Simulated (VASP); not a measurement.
Here is a VASP 6.6.1 calculation.

INCAR

```
ALGO     = Normal         # electronic algorithm
EDIFF    = 1E-6           # SCF threshold, eV
ENCUT    = 520            # plane-wave cutoff, eV
GGA      = PE             # functional
ISIF     = 2              # what is computed and relaxed
ISMEAR   = 0              # smearing method
ISPIN    = 2              # spin polarisation
LASPH    = True           # aspherical terms in the spheres
LCHARG   = False          # write CHGCAR
LMAXMIX  = 4              # l up to which the mixer works
LORBIT   = 11             # projections on sites
LREAL    = False          # projectors in reciprocal space
LWAVE    = False          # write WAVECAR
MAGMOM   = 0.75           # initial moments
NBANDS   = 15             # bands
NELM     = 150            # most SCF steps
PREC     = Accurate       # precision mode
SIGMA    = 0.1            # smearing width, eV
```

File KPOINTS:

```
k-points
0
Gamma
  20 20 20
```

POSCAR

```
Ni
1.0
    0.0000000000      1.7535061710      1.7535061710
    1.7535061710      0.0000000000      1.7535061710
    1.7535061710      1.7535061710      0.0000000000
Ni
1
Direct
    0.0000000000      0.0000000000      0.0000000000
```

Potentials or basis: VASP PAW PBE potentials, release 64 (Ni).

The run is started by

```sh
$ cat potpaw_PBE.64/Ni/POTCAR > POTCAR
$ mpirun -np 1 vasp_std > vasp.out
```

(1) What does it give for the pressure?

(2) Predict the site moments.

## Answers

(1) 1.9 GPa.

(2) Ni +0.64 μB.
